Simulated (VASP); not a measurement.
# InSbTe3 (Pm-3m) in VASP: further runs, part 2 of 2

VASP 6.6.1. The steps go on from the part before.

### 3 Single point, PBE

This run uses another cell than the first one, of 35.53 Å³/atom, 1.047 times its volume.

File INCAR:

```
SYSTEM = InSbTe3
PREC = Accurate ; ENCUT = 520
EDIFF = 1E-6 ; ISMEAR = 0
SIGMA = 0.1 ; LREAL = .False.
LASPH = .True. ; NELM = 80
ALGO = Normal ; ISIF = 2
LWAVE = .False. ; LCHARG = .False.
GGA = PE ; NBANDS = 26
```

File KPOINTS:

```
regular mesh
0
Gamma
  8 8 8
  0 0 0
```

File POSCAR:

```
InSbTe3
1.0
    5.6214025239      0.0000000000      0.0000000000
    0.0000000000      5.6214025239      0.0000000000
    0.0000000000      0.0000000000      5.6214025239
In Sb Te
1 1 3
Direct
    0.5000000000      0.5000000000      0.5000000000
    0.0000000000      0.0000000000      0.0000000000
    0.0000000000      0.5000000000      0.5000000000
    0.5000000000      0.5000000000      0.0000000000
    0.5000000000      0.0000000000      0.5000000000
```

Potentials or basis: VASP PAW PBE potentials, release 64 (In_d, Sb, Te).

Run with:

```sh
$ cat potpaw_PBE.64/In_d/POTCAR potpaw_PBE.64/Sb/POTCAR potpaw_PBE.64/Te/POTCAR > POTCAR
$ mpirun -np 1 vasp_std > vasp.out
```

Wall time 54 s (1 thread of Intel Xeon 6975P-C (Granite Rapids), shared host); peak memory 0.36 GiB.

Results (log left out):

```
Free energy            : -13.4403 eV
Pressure               : 0.0 GPa
Band gap on the k mesh : zero (band 18 reaches 5.26 eV, above the bottom of band 19 at 3.92 eV)
```

Levels at points of the mesh, in eV from the Fermi level:
| k point | band 15 | band 16 | band 17 | band 18 | band 19 | band 20 | band 21 | band 22 |
| --- | --- | --- | --- | --- | --- | --- | --- | --- |
| (0.00, 0.00, 0.00) | -1.20 | -1.20 | -0.67 | -0.67 | -0.67 | 1.47 | 1.47 | 1.47 |
| (0.50, 0.00, 0.00) | -1.42 | -1.14 | -0.56 | -0.48 | -0.48 | 0.70 | 0.70 | 2.36 |
| (0.50, 0.50, 0.00) | -1.32 | -1.32 | -0.51 | -0.07 | 0.59 | 0.90 | 0.90 | 3.48 |
| (0.50, 0.50, 0.50) | -0.04 | 0.62 | 0.62 | 0.62 | 1.32 | 1.32 | 1.32 | 3.01 |

Caveat: spin-orbit coupling is left out, which moves the levels of the heavy elements.

### 4 Relaxation of cell and atoms, PBE

File INCAR:

```
SYSTEM = InSbTe3
PREC     = Accurate       ! precision mode
ENCUT    = 600            ! plane-wave cutoff, eV
EDIFF    = 1E-6           ! SCF threshold, eV
ISMEAR   = 0              ! smearing method
SIGMA    = 0.1            ! smearing width, eV
LREAL    = .False.        ! projectors in reciprocal space
LASPH    = .True.         ! aspherical terms in the spheres
NELM     = 100            ! most SCF steps
ALGO     = Normal         ! electronic algorithm
ISIF     = 3              ! what is computed and relaxed
LWAVE    = .False.        ! write WAVECAR
LCHARG   = .False.        ! write CHGCAR
GGA      = PE             ! functional
IBRION   = 2              ! ionic algorithm
NSW      = 100            ! ionic steps
EDIFFG   = -0.01          ! ionic threshold
```

File KPOINTS:

```
Automatic mesh
0
Gamma
  8 8 8
  0 0 0
```

Changes to POSCAR since step 3:

```diff
@@ -2,5 +2,5 @@
 1.0
-    5.6214025239      0.0000000000      0.0000000000
-    0.0000000000      5.6214025239      0.0000000000
-    0.0000000000      0.0000000000      5.6214025239
+    5.5365298400      0.0000000000      0.0000000000
+    0.0000000000      5.5365298400      0.0000000000
+    0.0000000000      0.0000000000      5.5365298400
 In Sb Te
```

Run with:

```sh
$ cat potpaw_PBE.64/In_d/POTCAR potpaw_PBE.64/Sb/POTCAR potpaw_PBE.64/Te/POTCAR > POTCAR
$ mpirun -np 1 vasp_std > vasp.out
```

Wall time 2.3 min (1 thread of Intel Xeon 6975P-C (Granite Rapids), shared host); peak memory 0.45 GiB.

Results (log left out):

| Quantity | Value |
| --- | --- |
| Free energy | -13.4399 eV |
| Relaxed volume | 35.51 Å³/atom |
| Relaxed cell | a = 5.620 Å, b = 5.620 Å, c = 5.620 Å, α = 90.00°, β = 90.00°, γ = 90.00° |
| Space group after relaxing (to 0.05 Å) | Pm-3m (No. 221) |
| Energy gained by relaxing | 8.4 meV/atom |
| Ionic steps | 3 |
| Pressure after relaxing | 0.0 GPa |
| Band gap on the k mesh | zero (band 18 reaches 5.27 eV, above the bottom of band 19 at 3.93 eV) |

The path:
| step | energy change (eV) | largest force (eV/Å) | pressure (GPa) | volume (Å³) |
| --- | --- | --- | --- | --- |
| 1 | 0.0000 | 0.0000 | 1.79 | 169.71 |
| 2 | -0.0403 | 0.0000 | -0.32 | 179.19 |
| 3 | -0.0420 | 0.0000 | 0.01 | 177.55 |

Final structure:
```xyz
5
Lattice="5.6204 0.0000 0.0000 0.0000 5.6204 0.0000 0.0000 0.0000 5.6204" Properties=species:S:1:pos:R:3 pbc="T T T"
In    2.8102    2.8102    2.8102
Sb    0.0000    0.0000    0.0000
Te    0.0000    2.8102    2.8102
Te    2.8102    2.8102    0.0000
Te    2.8102    0.0000    2.8102
```

Levels at points of the mesh, in eV from the Fermi level:
| k point | band 16 | band 17 | band 18 | band 19 | band 20 | band 21 |
| --- | --- | --- | --- | --- | --- | --- |
| (0.00, 0.00, 0.00) | -1.20 | -0.67 | -0.67 | -0.67 | 1.47 | 1.47 |
| (0.50, 0.00, 0.00) | -1.14 | -0.56 | -0.48 | -0.48 | 0.70 | 0.70 |
| (0.50, 0.50, 0.00) | -1.32 | -0.51 | -0.07 | 0.59 | 0.90 | 0.90 |
| (0.50, 0.50, 0.50) | 0.63 | 0.63 | 0.63 | 1.32 | 1.32 | 1.32 |

Caveat: spin-orbit coupling is left out, which moves the levels of the heavy elements.

### 5 The runs side by side

```csv
task,cell,k mesh,cutoff (eV),gap on the mesh (eV),pressure (GPa)
single point,"a = 5.537 Å, 5 atoms",4 × 4 × 4,520,none,1.7
single point,"a = 5.621 Å, 5 atoms",8 × 8 × 8,520,none,0.0
relaxation of cell and atoms,"relaxed from a = 5.537 Å, 5 atoms",8 × 8 × 8,600,none,0.0
```

Alike in all rows: level PBE; potentials or basis VASP PAW PBE potentials, release 64 (In_d, Sb, Te); no spin polarisation; smearing gaussian 0.1 eV.

Caveats: spin-orbit coupling is left out, which moves the levels of the heavy elements.

Total energies depend on the potentials used, so only differences within one code and one set of settings carry meaning.
